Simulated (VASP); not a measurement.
# LiCl in VASP: further runs

LiCl is run at these levels: r2SCAN; tasks: single point.

Program: VASP 6.6.1. These are calculated values, not measurements. Logs are shortened: lines on timing, memory, paths and dates and some standing lists are left out, and cuts for length are marked.

## 1. The cell of the first run

The structure is trigonal, space group R-3m (No. 166). Conventional cell: a = 4.626 Å, b = 4.626 Å, c = 5.968 Å, α = 90.00°, β = 90.00°, γ = 120.00°. Li (site symmetry -3m) has 8 Cl at 2.85 to 2.98 Å and 6 Li at 3.33 Å within 3.8 Å. Cl (site symmetry -3m) has 8 Li at 2.85 to 2.98 Å and 6 Cl at 3.33 Å within 3.8 Å.

## 2. Single point, r2SCAN (strain along [111] +5.3%)

The input, POSCAR:

```
LiCl
1.0
    3.3293495757      0.0582259997      0.0582259997
    0.0582259997      3.3293495757      0.0582259997
    0.0582259997      0.0582259997      3.3293495757
Li Cl
1 1
Direct
    0.0000000000      0.0000000000      0.0000000000
    0.5000000000      0.5000000000      0.5000000000
```

The input, INCAR.step1:

```
SYSTEM = LiCl
PREC     = Accurate       ! precision mode
ENCUT    = 520            ! plane-wave cutoff, eV
ISMEAR   = 0              ! smearing method
SIGMA    = 0.01           ! smearing width, eV
LREAL    = .FALSE.        ! projectors in reciprocal space
LASPH    = .TRUE.         ! aspherical terms in the spheres
NELM     = 60             ! most SCF steps
NBANDS   = 12             ! bands
GGA      = PE             ! functional
ALGO     = Normal         ! electronic algorithm
EDIFF    = 1E-4           ! SCF threshold, eV
LWAVE    = .TRUE.         ! write WAVECAR
LCHARG   = .FALSE.        ! write CHGCAR
```

The input, INCAR.step2:

```
SYSTEM = LiCl
PREC     = Accurate       ! precision mode
ENCUT    = 520            ! plane-wave cutoff, eV
EDIFF    = 1E-7           ! SCF threshold, eV
ISMEAR   = 0              ! smearing method
SIGMA    = 0.01           ! smearing width, eV
LREAL    = .FALSE.        ! projectors in reciprocal space
LASPH    = .TRUE.         ! aspherical terms in the spheres
NELM     = 60             ! most SCF steps
ALGO     = Normal         ! electronic algorithm
ISIF     = 2              ! what is computed and relaxed
LWAVE    = .FALSE.        ! write WAVECAR
LCHARG   = .TRUE.         ! write CHGCAR
METAGGA  = R2SCAN         ! meta-GGA
LMIXTAU  = .TRUE.       
LELF     = .TRUE.         ! ELF
LVHAR    = .TRUE.       
NBANDS   = 12             ! bands
ISTART   = 1
```

The input, KPOINTS:

```
Automatic mesh
0
G
  8 8 8
  0 0 0
```

Potentials or basis: VASP PAW PBE potentials, release 64 (Li_sv, Cl).

Started as:

```
$ cat potpaw_PBE.64/Li_sv/POTCAR potpaw_PBE.64/Cl/POTCAR > POTCAR
$ cp INCAR.step1 INCAR
$ mpirun -np 1 vasp_std > vasp.out
$ cp INCAR.step2 INCAR
$ mpirun -np 1 vasp_std > vasp.out
```

OUTCAR:

```text
SYSTEM = LiCl
   PREC = Accurate
   ENCUT = 520
   EDIFF = 1E-7
   ISMEAR = 0
   LREAL = .FALSE.
   LASPH = .TRUE.
   NELM = 60
   ISIF = 2
   METAGGA = R2SCAN
   ISTART = 1

 ion  position               nearest neighbor table
   1  0.000  0.000  0.000-
   2  0.500  0.500  0.500-

  LATTYP: Found a trigonal (rhomboedric) cell.
 ALAT       =     3.3303677171
 COS(alpha) =     0.0352616870

  Lattice vectors:

 A1 = (   3.3293495757,   0.0582259997,   0.0582259997)
 A2 = (   0.0582259997,   3.3293495757,   0.0582259997)
 A3 = (   0.0582259997,   0.0582259997,   3.3293495757)

Analysis of symmetry for initial positions (statically):
=====================================================================
 Subroutine PRICEL returns:
 Original cell was already a primitive cell.

 Routine SETGRP: Setting up the symmetry group for a
 trigonal (rhombohedral) supercell.

 Subroutine GETGRP returns: Found 12 space group operations
 (whereof 12 operations were pure point group operations)
 out of a pool of 12 trial point group operations.

The static configuration has the point symmetry D_3d.

Analysis of symmetry for dynamics (positions and initial velocities):
=====================================================================
 Subroutine PRICEL returns:
 Original cell was already a primitive cell.

 Routine SETGRP: Setting up the symmetry group for a
 trigonal (rhombohedral) supercell.

 Subroutine GETGRP returns: Found 12 space group operations
 (whereof 12 operations were pure point group operations)
 out of a pool of 12 trial point group operations.

The dynamic configuration has the point symmetry D_3d.

 Subroutine INISYM returns: Found 12 space group operations
 (whereof 12 operations are pure point group operations),
 and found     1 'primitive' translations

----------------------------------------------------------------------------------------

                                     Primitive cell

  volume of cell :      36.8709

  direct lattice vectors                    reciprocal lattice vectors
     3.329349576  0.058226000  0.058226000     0.300539650 -0.005165707 -0.005165707
     0.058226000  3.329349576  0.058226000    -0.005165707  0.300539650 -0.005165707
     0.058226000  0.058226000  3.329349576    -0.005165707 -0.005165707  0.300539650

  length of vectors
     3.330367717  3.330367717  3.330367717     0.300628426  0.300628426  0.300628426

  position of ions in fractional coordinates (direct lattice)
     0.000000000  0.000000000  0.000000000
     0.500000000  0.500000000  0.500000000
[... 87 lines left out ...]
   PSTRESS=    0.0 pullay stress
   NELECT =      10.0000    total number of electrons
   NUPDOWN=      -1.0000    fix difference up-down
   EMIN   =  10.00;   EMAX   =-10.00  energy-range for DOS
   EFERMI =   0.00;   METHOD = LEGACY
   ISMEAR =     0;   SIGMA  =   0.01  broadening in eV -4-tet -1-fermi 0-gaus
   EFERMI_NEDOS =   21; number of points for ismear=-14 and -15
   IALGO  =     38    algorithm
   IMIX   =      4    mixing-type and parameters
     AMIX     =   0.40;   BMIX     =  1.00
     AMIX_MAG =   1.60;   BMIX_MAG =  1.00
  volume/ion in A,a.u.               =      18.44       124.41
  Fermi-wavevector in a.u.,A,eV,Ry     =   1.059693  2.002530 15.278655  1.122949
  Thomas-Fermi vector in A             =   2.195048
   LORBIT       =      0    0 simple, 1 ext, 2 COOP (PROOUT), +10 PAW based schemes
   METAGGA = R2SCAN    functional components
   LHFCALC =     F    Hartree Fock is set to
   AEXX    =    0.0000 exact exchange contribution
   IVDW    =     0    specifies the selected vdW correction
   LEPSILON=     F    determine dielectric tensor
   LRPA    =     F    only Hartree local field effects (RPA)
 non-spin polarized calculation
 Gauss-broadening in eV      SIGMA  =   0.01
  energy-cutoff  :      520.00
  volume of cell :       36.87
 maximum number of plane-waves:      1009
 NGX is ok and might be reduce to    28
   NGX = 13   NGY = 13   NGZ = 13

 number of electron       9.9999998 magnetization

 Free energy of the ion-electron system (eV)
  ---------------------------------------------------
  ext. energy  EPLUGINS =         0.00000000
  ---------------------------------------------------
  free energy    TOTEN  =       -11.95782519 eV

  energy without entropy =      -11.95782519  energy(sigma->0) =      -11.95782519

 E-fermi :   0.9510     XC(G=0):  -8.7795

 val. band max:        0.7722618132   @ k =   0.5000   0.5000   0.0000
 cond. band min:       5.9608724932   @ k =   0.0000   0.0000   0.0000
 fundamental gap:      5.1886106800
 Fermi energy:         0.9510372725

 k-point     1 :       0.0000    0.0000    0.0000
  band No.  band energies     occupation
      1     -45.8930      2.00000
      2     -13.8145      2.00000
      3      -0.0573      2.00000
      4      -0.0573      2.00000
      5       0.1644      2.00000
      6       5.9609      0.00000
      7      10.2724      0.00000
      8      10.2724      0.00000
      9      14.6307      0.00000
     10      15.0795      0.00000
     11      15.0795      0.00000
     12      18.1831      0.00000
[... 331 lines left out ...]
 k-point    24 :       0.3750    0.1250    0.1250
  band No.  band energies     occupation
      1     -45.8909      2.00000
      2     -13.3044      2.00000
      3      -2.4030      2.00000
      4      -0.1017      2.00000
      5      -0.0275      2.00000
      6       8.1171      0.00000
      7      10.1673      0.00000
      8      10.4550      0.00000
      9      12.7245      0.00000
     10      13.2413      0.00000
     11      16.2308      0.00000
     12      18.9325      0.00000

 [... further k-points ...]

------------------------ aborting loop because EDIFF is reached ----------------------------------------

  FORCE on cell =-STRESS in cart. coord.  units (eV):
  Direction    XX          YY          ZZ          XY          YZ          ZX
  --------------------------------------------------------------------------------------
  -------------------------------------------------------------------------------------
  Total       -0.4492316     -0.4492316     -0.4492316      0.1400114      0.1400114      0.1400114
  in kB      -19.5207574    -19.5207574    -19.5207574      6.0840089      6.0840089      6.0840089
  external PRESSURE =     -19.5207574 kB  Pullay stress =       0.0000000 kB

 VOLUME and BASIS-vectors are now :
 -----------------------------------------------------------------------------
  energy-cutoff  :      520.00
  volume of cell :       36.87
      direct lattice vectors                 reciprocal lattice vectors
     3.329349576  0.058226000  0.058226000     0.300539650 -0.005165707 -0.005165707
     0.058226000  3.329349576  0.058226000    -0.005165707  0.300539650 -0.005165707
     0.058226000  0.058226000  3.329349576    -0.005165707 -0.005165707  0.300539650

 POSITION                                       TOTAL-FORCE (eV/Angst)
 -----------------------------------------------------------------------------------
      0.00000      0.00000      0.00000         0.000000     -0.000000      0.000000
      1.72290      1.72290      1.72290        -0.000000      0.000000     -0.000000
 -----------------------------------------------------------------------------------
    total drift:                                0.000000      0.000000      0.000000

  FREE ENERGIE OF THE ION-ELECTRON SYSTEM (eV)
  ---------------------------------------------------
  free  energy   TOTEN  =       -11.9578251899 eV

  energy  without entropy=      -11.9578251899  energy(sigma->0) =      -11.95782519
```

OSZICAR.step1:

```text
N       E                     dE             d eps       ncg     rms          rms(c)
DAV:   1     0.399547558195E+02    0.39955E+02   -0.39983E+03  1560   0.756E+02
DAV:   2    -0.436106194099E+01   -0.44316E+02   -0.41269E+02  2008   0.137E+02
DAV:   3    -0.690129763467E+01   -0.25402E+01   -0.25330E+01  2112   0.341E+01
DAV:   4    -0.695733749258E+01   -0.56040E-01   -0.56028E-01  2104   0.514E+00
DAV:   5    -0.695808974426E+01   -0.75225E-03   -0.75224E-03  2096   0.577E-01    0.281E+00
DAV:   6    -0.683163502807E+01    0.12645E+00   -0.27026E-01  1860   0.213E+00    0.188E+00
DAV:   7    -0.681992923374E+01    0.11706E-01   -0.79833E-02  2320   0.133E+00    0.102E+00
DAV:   8    -0.682195947038E+01   -0.20302E-02   -0.79022E-03  1744   0.633E-01    0.227E-01
DAV:   9    -0.682190995422E+01    0.49516E-04   -0.38018E-04  2040   0.136E-01
   1 F= -.68219100E+01 E0= -.68219100E+01  d E =-.155616E-64
```

It took 84 s on 1 thread of AMD EPYC 7R13 (Zen 3), shared host; peak memory 0.14 GiB.

What came out:

```yaml
Free_energy: -11.9578 eV
Band_gap_on_the_k_mesh: 5.19 eV, indirect (least direct gap 5.80 eV)
```

Levels at points of the mesh, in eV from the valence-band top:
```tsv
k point	band 1	band 2	band 3	band 4	band 5	band 6	band 7	band 8	band 9	band 10
(0.00, 0.00, 0.00)	-46.67	-14.59	-0.83	-0.83	-0.61	5.19	9.50	9.50	13.86	14.31
(0.50, 0.00, 0.00)	-46.66	-14.12	-3.69	-0.39	-0.26	6.58	10.30	10.70	11.20	11.59
(0.50, 0.50, 0.00)	-46.66	-13.66	-3.17	-3.07	0.00	6.06	10.40	10.77	11.33	13.96
(0.50, 0.50, 0.50)	-46.66	-13.25	-2.42	-2.29	-2.29	5.73	6.09	6.09	13.19	18.74
```

Caveat: the cell differs from its parent crystal (strain along [111] +5.3%); the cutoff is under 1.25 times the usual one of these potentials, so pressure, stress and relaxed cells hold a basis-set (Pulay) error; the PAW data sets were made with another functional, which shifts forces and pressure a little. A k mesh can miss the band edges.

## 3. Single point, r2SCAN (uniaxial x strain +1.6%)

The input, POSCAR:

```
LiCl
1.0
    3.3244428903      0.0000000000      0.0000000000
    0.0000000000      3.2711235760      0.0000000000
    0.0000000000      0.0000000000      3.2711235760
Li Cl
1 1
Direct
    0.0000000000      0.0000000000      0.0000000000
    0.5000000000      0.5000000000      0.5000000000
```

The input, INCAR.step1:

```
SYSTEM = LiCl
ALGO = Normal
EDIFF = 1E-4
ENCUT = 520
GGA = PE
ISMEAR = 0
LASPH = .TRUE.
LCHARG = .FALSE.
LREAL = .FALSE.
LWAVE = .TRUE.
NBANDS = 12
NELM = 60
PREC = Accurate
SIGMA = 0.01
```

The input, INCAR.step2:

```
SYSTEM = LiCl
ALGO = Normal
EDIFF = 1E-6
ENCUT = 520
ISIF = 2
ISMEAR = 0
ISTART = 1
LASPH = .TRUE.
LCHARG = .FALSE.
LMIXTAU = .TRUE.
LREAL = .FALSE.
LWAVE = .FALSE.
METAGGA = R2SCAN
NBANDS = 12
NELM = 60
PREC = Accurate
SIGMA = 0.01
```

The input, KPOINTS:

```
k-points
0
G
  8 8 8
  0 0 0
```

Potentials or basis: VASP PAW PBE potentials, release 64 (Li_sv, Cl).

Started as:

```
$ cat potpaw_PBE.64/Li_sv/POTCAR potpaw_PBE.64/Cl/POTCAR > POTCAR
$ cp INCAR.step1 INCAR
$ mpirun -np 1 vasp_std > vasp.out
$ cp INCAR.step2 INCAR
$ mpirun -np 1 vasp_std > vasp.out
```

Run time: 73 s. Hardware: 1 thread of AMD EPYC 7R13 (Zen 3), shared host; peak memory 0.13 GiB.

The run converged. Its results:

```
Free energy            : -11.9579 eV
Band gap on the k mesh : 5.26 eV, indirect (least direct gap 5.91 eV)
```

Levels at points of the mesh, in eV from the valence-band top:
```tsv
k point	band 2	band 3	band 4	band 5	band 6	band 7	band 8	band 9
(0.00, 0.00, 0.00)	-14.82	-0.99	-0.80	-0.80	5.26	9.29	9.45	14.19
(0.50, 0.00, 0.00)	-14.35	-3.95	-0.36	-0.36	6.67	10.43	11.06	11.06
(0.00, 0.50, 0.00)	-14.29	-3.95	-0.49	-0.33	6.55	10.52	10.77	11.14
(0.50, 0.50, 0.00)	-13.82	-3.40	-3.34	0.00	5.91	10.64	10.81	11.46
(0.00, 0.50, 0.50)	-13.77	-3.35	-3.35	-0.12	6.00	10.61	10.61	11.30
(0.50, 0.50, 0.50)	-13.35	-2.56	-2.56	-2.48	5.80	5.80	5.84	13.36
```

Caveat: the cell differs from its parent crystal (uniaxial x strain +1.6%); the cutoff is under 1.25 times the usual one of these potentials, so pressure, stress and relaxed cells hold a basis-set (Pulay) error; the PAW data sets were made with another functional, which shifts forces and pressure a little. A k mesh can miss the band edges.
